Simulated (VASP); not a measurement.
# Ir (P6_3/mmc) in VASP: relaxation of cell and atoms with revPBE

Aim: the relaxation of cell and atoms of Ir with revPBE.

Program: VASP 6.6.1. These are calculated values, not measurements. Logs are shortened: lines on timing, memory, paths and dates and some standing lists are left out, and cuts for length are marked.

## 1. The cell of the first run

The structure is hexagonal, space group P6_3/mmc (No. 194). The conventional cell has a = 2.715 Å, b = 2.715 Å, c = 8.867 Å, α = 90.00°, β = 90.00°, γ = 120.00°. Ir (site symmetry -3m) has 12 Ir at 2.71 Å within 3.6 Å. Within 3.6 Å of Ir (site symmetry -6m2) lie 12 Ir at 2.71 Å.

This isn't the form of Ir at room conditions, which is fcc.

## 2. Relaxation of cell and atoms, revPBE

Contents of INCAR:

```
PREC = Accurate
ENCUT = 600
EDIFF = 1E-6
ISMEAR = -1
SIGMA = 0.1
LREAL = F
LASPH = T
NELM = 60
ALGO = Normal
ISIF = 3
LWAVE = F
LCHARG = F
GGA = RE
IBRION = 2
NSW = 80
EDIFFG = -0.01
```

Contents of KPOINTS:

```
Automatic mesh
0
Gamma
  13 13 4
```

Contents of POSCAR:

```
Ir
1.0
    2.7148619862      0.0000000000      0.0000000000
   -1.3574309931      2.3511394478      0.0000000000
    0.0000000000      0.0000000000      8.8667392469
Ir
4
Direct
    0.0000000000      0.0000000000      0.0000000000
    0.0000000000      0.0000000000      0.5000000000
    0.3333333333      0.6666666667      0.2500000000
    0.6666666667      0.3333333333      0.7500000000
```

Potentials or basis: VASP PAW PBE potentials, release 64 (Ir).

Command:

```
$ cat potpaw_PBE.64/Ir/POTCAR > POTCAR
$ mpirun -np 1 vasp_std > vasp.out
```

OUTCAR:

```text
PREC = Accurate
   ENCUT = 600
   EDIFF = 1E-6
   ISMEAR = -1
   LREAL = F
   LASPH = T
   NELM = 60
   ISIF = 3
   GGA = RE
   IBRION = 2
   NSW = 80
   EDIFFG = -0.01

 ion  position               nearest neighbor table
   1  0.000  0.000  0.000-   3 2.71   4 2.71   3 2.71   4 2.71   4 2.71   3 2.71
   2  0.000  0.000  0.500-   3 2.71   4 2.71   3 2.71   4 2.71   4 2.71   3 2.71
   3  0.333  0.667  0.250-   1 2.71   2 2.71   1 2.71   2 2.71   1 2.71   2 2.71
   4  0.667  0.333  0.750-   1 2.71   2 2.71   1 2.71   2 2.71   1 2.71   2 2.71

  LATTYP: Found a hexagonal cell.
 ALAT       =     2.7148619862
 C/A-ratio  =     3.2660000000

  Lattice vectors:

 A1 = (   2.7148619862,   0.0000000000,   0.0000000000)
 A2 = (  -1.3574309931,   2.3511394478,   0.0000000000)
 A3 = (   0.0000000000,   0.0000000000,   8.8667392469)

Analysis of symmetry for initial positions (statically):
=====================================================================
 Subroutine PRICEL returns:
 Original cell was already a primitive cell.

 Routine SETGRP: Setting up the symmetry group for a
 hexagonal supercell.

 Subroutine GETGRP returns: Found 24 space group operations
 (whereof 12 operations were pure point group operations)
 out of a pool of 24 trial point group operations.

The static configuration has the point symmetry D_3d.
 The point group associated with its full space group is D_6h.

Analysis of symmetry for dynamics (positions and initial velocities):
=====================================================================
 Subroutine PRICEL returns:
 Original cell was already a primitive cell.

 Routine SETGRP: Setting up the symmetry group for a
 hexagonal supercell.

 Subroutine GETGRP returns: Found 24 space group operations
 (whereof 12 operations were pure point group operations)
 out of a pool of 24 trial point group operations.

The dynamic configuration has the point symmetry D_3d.
 The point group associated with its full space group is D_6h.

 Subroutine INISYM returns: Found 24 space group operations
 (whereof 12 operations are pure point group operations),
 and found     1 'primitive' translations

----------------------------------------------------------------------------------------

                                     Primitive cell

  volume of cell :      56.5966

  direct lattice vectors                    reciprocal lattice vectors
     2.714861986  0.000000000  0.000000000     0.368342850  0.212662843  0.000000000
    -1.357430993  2.351139448  0.000000000     0.000000000  0.425325687  0.000000000
     0.000000000  0.000000000  8.866739247     0.000000000  0.000000000  0.112781032

  length of vectors
     2.714861986  2.714861986  8.866739247     0.425325687  0.425325687  0.112781032

  position of ions in fractional coordinates (direct lattice)
     0.000000000  0.000000000  0.000000000
     0.000000000  0.000000000  0.500000000
     0.333333333  0.666666667  0.250000000
     0.666666667  0.333333333  0.750000000

  ion indices of the primitive-cell ions
   primitive index   ion index
                 1           1
                 2           2
                 3           3
                 4           4

----------------------------------------------------------------------------------------

 KPOINTS: Automatic mesh

Automatic generation of k-mesh.
 Grid dimensions read from file:
 generate k-points for:   13   13    4

 Generating k-lattice:

  Cartesian coordinates                     Fractional coordinates (reciprocal lattice)
     0.028334065  0.016358680  0.000000000     0.076923077  0.000000000  0.000000000
     0.000000000  0.032717361  0.000000000     0.000000000  0.076923077  0.000000000
     0.000000000  0.000000000  0.028195258     0.000000000  0.000000000  0.250000000

  Length of vectors
     0.032717361  0.032717361  0.028195258

  Shift w.r.t. Gamma in fractional coordinates (k-lattice)
     0.000000000  0.000000000  0.000000000

 Subroutine IBZKPT returns following result:
 ===========================================

 Found     63 irreducible k-points:

 Following reciprocal coordinates:
            Coordinates               Weight
  0.000000  0.000000  0.000000      1.000000
  0.076923 -0.000000  0.000000      6.000000
  0.153846  0.000000  0.000000      6.000000
  0.230769 -0.000000  0.000000      6.000000
  0.307692  0.000000  0.000000      6.000000
  0.384615  0.000000  0.000000      6.000000
[... 16 lines left out ...]
  0.076923 -0.000000  0.250000     12.000000
  0.153846  0.000000  0.250000     12.000000
 [... further k-points ...]
   k-points           NKPTS =     63   k-points in BZ     NKDIM =     63   number of bands    NBANDS=     22
   number of dos      NEDOS =    301   number of ions     NIONS =      4
   total plane-waves  NPLWV =  41472
   dimension x,y,z NGX =    24 NGY =   24 NGZ =   72
   dimension x,y,z NGXF=    48 NGYF=   48 NGZF=  144
   ions per type =               4
   NGX,Y,Z   is equivalent  to a cutoff of  14.70, 14.70, 13.50 a.u.
   NGXF,Y,Z  is equivalent  to a cutoff of  29.39, 29.39, 27.00 a.u.
 SYSTEM =  unknown system
   PREC   = accura    normal or accurate (medium, high low for compatibility)
   ISTART =      0    job   : 0-new  1-cont  2-samecut
   ICHARG =      2    charge: 1-file 2-atom 10-const
   ISPIN  =      1    spin polarized calculation?
   LNONCOLLINEAR =      F non collinear calculations
   LSORBIT =      F    spin-orbit coupling
   LASPH  =      T    aspherical Exc in radial PAW
   ENCUT  =  600.0 eV  44.10 Ry    6.64 a.u.   5.42  5.42 17.71*2*pi/ulx,y,z
   NELM   =     60;   NELMIN=  2; NELMDL= -5     # of ELM steps
   EDIFF  = 0.1E-05   stopping-criterion for ELM
   LREAL  =      F    real-space projection
   EDIFFG = -.1E-01   stopping-criterion for IOM
   NSW    =     80    number of steps for IOM
   IBRION =      2    ionic relax: 0-MD 1-quasi-New 2-CG
   NFREE  =      1    steps in history (QN), initial steepest desc. (CG)
   ISIF   =      3    stress and relaxation
   ISYM   =      2    0-nonsym 1-usesym 2-fastsym
   POTIM  = 0.5000    time-step for ionic-motion
   TEBEG  =    0.0;   TEEND  =   0.0 temperature during run
   PSTRESS=    0.0 pullay stress
   NELECT =      36.0000    total number of electrons
   NUPDOWN=      -1.0000    fix difference up-down
   EMIN   =  10.00;   EMAX   =-10.00  energy-range for DOS
   EFERMI =   0.00;   METHOD = LEGACY
   ISMEAR =    -1;   SIGMA  =   0.10  broadening in eV -4-tet -1-fermi 0-gaus
   EFERMI_NEDOS =   21; number of points for ismear=-14 and -15
   IALGO  =     38    algorithm
   IMIX   =      4    mixing-type and parameters
     AMIX     =   0.40;   BMIX     =  1.00
     AMIX_MAG =   1.60;   BMIX_MAG =  1.00
  volume/ion in A,a.u.               =      14.15        95.48
  Fermi-wavevector in a.u.,A,eV,Ry     =   1.407923  2.660589 26.970118  1.982248
  Thomas-Fermi vector in A             =   2.530133
   LORBIT       =      0    0 simple, 1 ext, 2 COOP (PROOUT), +10 PAW based schemes
   GGA     = RE    functional components
   LHFCALC =     F    Hartree Fock is set to
   AEXX    =    0.0000 exact exchange contribution
   IVDW    =     0    specifies the selected vdW correction
   LEPSILON=     F    determine dielectric tensor
   LRPA    =     F    only Hartree local field effects (RPA)
 conjugate gradient relaxation of ions
 non-spin polarized calculation
  energy-cutoff  :      600.00
  volume of cell :       56.60
 maximum number of plane-waves:      1932
 NGX is ok and might be reduce to    24
   NGX = 11   NGY = 11   NGZ = 35

--------------------------------------- Ionic step        1  -------------------------------------------

 number of electron      36.0000001 magnetization

 Free energy of the ion-electron system (eV)
  ---------------------------------------------------
  ext. energy  EPLUGINS =         0.00000000
  ---------------------------------------------------
  free energy    TOTEN  =       -33.12132805 eV

  energy without entropy =      -32.98507637  energy(sigma->0) =      -33.05320221

 E-fermi :  10.5021     XC(G=0): -13.9598

 val. band max:       10.4908902228   @ k =   0.3846   0.1538   0.0000
 cond. band min:      10.5168732885   @ k =   0.3846   0.2308   0.2500
 fundamental gap:      0.0259830657
 Fermi energy:        10.5021419901

 k-point     1 :       0.0000    0.0000    0.0000
  band No.  band energies     occupation
      1      -0.6452      2.00000
      2       1.5480      2.00000
      3       1.5753      2.00000
      4       2.3662      2.00000
      5       6.0741      2.00000
      6       6.1156      2.00000
[... 14 lines left out ...]
     21      10.1285      1.95345
     22      10.1285      1.95345
[... 673 lines left out ...]
 POSITION                                       TOTAL-FORCE (eV/Angst)
 -----------------------------------------------------------------------------------
      0.00000      0.00000      0.00000         0.000000      0.000000     -0.000000
     -0.00000      0.00000      4.49270        -0.000000      0.000000     -0.000000
     -0.00000      1.58807      2.24635        -0.000000      0.000000      0.000000
      1.37531      0.79404      6.73906         0.000000     -0.000000      0.000000
 -----------------------------------------------------------------------------------
    total drift:                               -0.000000      0.000000      0.000000

  FREE ENERGIE OF THE ION-ELECTRON SYSTEM (eV)
  ---------------------------------------------------
  free  energy   TOTEN  =       -33.2092716228 eV

  energy  without entropy=      -33.0636530526  energy(sigma->0) =      -33.13646234

--------------------------------------- Ionic step        4  -------------------------------------------

 number of electron      35.9999998 magnetization

 Free energy of the ion-electron system (eV)
  ---------------------------------------------------
  ext. energy  EPLUGINS =         0.00000000
  ---------------------------------------------------
  free energy    TOTEN  =       -33.20958151 eV

  energy without entropy =      -33.06447263  energy(sigma->0) =      -33.13702707

 E-fermi :   9.8561     XC(G=0): -13.7358

 val. band max:        9.8476629050   @ k =   0.3846   0.1538   0.0000
 cond. band min:       9.8713592131   @ k =   0.3846   0.2308   0.2500
 fundamental gap:      0.0236963081
 Fermi energy:         9.8561179583

 k-point     1 :       0.0000    0.0000    0.0000
  band No.  band energies     occupation
      1      -0.8828      2.00000
      2       1.2498      2.00000
      3       1.2750      2.00000
      4       2.1178      2.00000
      5       5.6726      2.00000
      6       5.7112      2.00000
[... 14 lines left out ...]
     21       9.4994      1.94507
     22       9.4994      1.94507
[... 597 lines left out ...]
 POSITION                                       TOTAL-FORCE (eV/Angst)
 -----------------------------------------------------------------------------------
      0.00000      0.00000      0.00000        -0.000000      0.000000     -0.000000
     -0.00000      0.00000      4.48960        -0.000000      0.000000     -0.000000
     -0.00000      1.58699      2.24480         0.000000     -0.000000      0.000000
      1.37438      0.79350      6.73440        -0.000000      0.000000      0.000000
 -----------------------------------------------------------------------------------
    total drift:                               -0.000000      0.000000      0.000000

  FREE ENERGIE OF THE ION-ELECTRON SYSTEM (eV)
  ---------------------------------------------------
  free  energy   TOTEN  =       -33.2095815133 eV

  energy  without entropy=      -33.0644726277  energy(sigma->0) =      -33.13702707

 reached required accuracy - stopping structural energy minimisation
```

Run time: 3.3 min. Hardware: 1 thread of Intel Xeon Platinum 8375C at 2.90GHz (Ice Lake), shared host; peak memory 0.24 GiB.

What came out:

* Free energy: -33.2096 eV
* Relaxed volume: 14.69 Å³/atom
* Relaxed cell: a = 2.749 Å, b = 2.749 Å, c = 8.979 Å, α = 90.00°, β = 90.00°, γ = 120.00°
* Space group after relaxing (to 0.1 Å): P6_3/mmc (No. 194)
* Energy gained by relaxing: 22.1 meV/atom
* Ionic steps: 4
* Pressure after relaxing: -0.1 GPa

Step by step:
| step | energy change (eV) | largest force (eV/Å) | pressure (GPa) | volume (Å³) |
| --- | --- | --- | --- | --- |
| 1 | 0.0000 | 0.0000 | 13.71 | 56.60 |
| 2 | 0.8522 | 0.0000 | -31.25 | 67.11 |
| 3 | -0.0879 | 0.0000 | -0.73 | 58.88 |
| 4 | -0.0883 | 0.0000 | -0.05 | 58.75 |

Final structure:
```
Ir
1.0
     2.74875    0.00000    0.00000
    -1.37438    2.38049    0.00000
     0.00000    0.00000    8.97920
Ir
4
Direct
  0.00000 0.00000 0.00000
  0.00000 0.00000 0.50000
  0.33333 0.66667 0.25000
  0.66667 0.33333 0.75000
```

Caveat: the highest band is partly filled, so the run has too few bands; the PAW data sets were made with another functional, which shifts forces and pressure a little; spin-orbit coupling is left out, which moves the levels of the heavy elements.
